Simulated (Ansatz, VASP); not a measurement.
TiB2: VASP beside Ansatz

```xyz
3
Lattice="3.0037 0.0000 0.0000 -1.5018 2.6013 0.0000 0.0000 0.0000 3.1819" Properties=species:S:1:pos:R:3 pbc="T T T"
Ti    0.0000    0.0000    0.0000
B     0.0000    1.7342    1.5910
B     1.5018    0.8671    1.5910
```

Alike in both runs: functional PBE; dispersion D3(BJ); k mesh 18 × 18 × 14; occupations gaussian, width 0.1 eV; no spin polarisation.

Ansatz relaxed the structure, and its values are those at the end. VASP's run is a single point on that final structure, the one shown.

|  | VASP | Ansatz |
| --- | --- | --- |
| version | VASP 6.6.1 | Ansatz 0.2.0 |
| potentials or method | VASP PAW PBE potentials, release 64 (Ti_sv, B), cutoff 520 eV | scalar-relativistic, plane waves, PAW |
| valence electrons in the cell | 18 | 18 |

VASP gave:

```
gap on the k mesh at the Fermi level (eV) : none
pressure (GPa)                            : 0.2
```

Question: What did Ansatz give for the same quantities?

Answer: gap on the k mesh at the Fermi level (eV): none; pressure (GPa): 0.0.

A gap of «none» marks a metal or a gap that the smearing closes.
